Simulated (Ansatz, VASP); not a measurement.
## NaCl: VASP beside Ansatz

File INCAR:

```
PREC = Accurate
ENCUT = 520
EDIFF = 1E-6
ISMEAR = -1
SIGMA = 0.05
LREAL = F
LASPH = T
NELM = 80
ALGO = Normal
ISIF = 2
LWAVE = F
LCHARG = F
GGA = PS
NBANDS = 14
```

File KPOINTS:

```
Automatic mesh
0
Gamma
  8 8 8
```

POSCAR

```
NaCl
1.0
    0.0000000000      2.7940632177      2.7940632177
    2.7940632177      0.0000000000      2.7940632177
    2.7940632177      2.7940632177      0.0000000000
Cl Na
1 1
Direct
    0.4882060000      0.5126430000      0.5019320000
   -0.0041700000      0.0029950000     -0.0036060000
```

input.yaml

```yaml
crystal:
  lattice:
    - [0.0, 2.7940632177, 2.7940632177]
    - [2.7940632177, 0.0, 2.7940632177]
    - [2.7940632177, 2.7940632177, 0.0]
  atoms:
    - { symbol: Cl, position: [0.488206, 0.512643, 0.501932] }
    - { symbol: Na, position: [-0.00417, 0.002995, -0.003606] }
hamiltonian:
  xc: pbesol
  pseudopotentials: { kind: paw }
kpoints:
  mp_grid: { grid: [8, 8, 8] }
scf:
  occupations: { method: fermi_dirac, width: 0.05 }
output:
  forces: true
  stress: true
  eigenvalues: true
```

Change from the starting cell: atoms moved at random, drawn with an rms of 0.05 Å.

Alike in both runs: task single point; functional PBEsol; k mesh 8 × 8 × 8; occupations fermi-dirac, width 0.05 eV; no spin polarisation.

```csv
,VASP,Ansatz
version,VASP 6.6.1,Ansatz 0.2.0
potentials or method,"VASP PAW PBE potentials, release 64 (Cl, Na_pv)",Ansatz PAW
plane-wave cutoff (eV),520,420
valence electrons in the cell,14,16
```

|  | VASP | Ansatz | Ansatz less VASP |
| --- | --- | --- | --- |
| gap on the k mesh at the Fermi level (eV) | 5.03 | 5.04 | +0.004 |
| least direct gap on the mesh (eV) | 5.03 | 5.04 | +0.004 |
| pressure (GPa) | 0.2 | 0.2 | -0.02 |
| traceless stress, the component that is largest in VASP (GPa) | 0.05 | 0.05 | 0.000 |
| rms of the force components (eV/Å) | 0.038 | 0.037 | -0.0007 |

VASP's potentials were made for PBE, not for PBEsol. Atom by atom the forces differ by 0.001 eV/Å (rms over components). The functional is the same, so the differences come from potentials, cutoffs and numerics. VASP's potentials hold 14 valence electrons a cell and Ansatz's 16, so a difference there can come from the potentials and not from the codes.
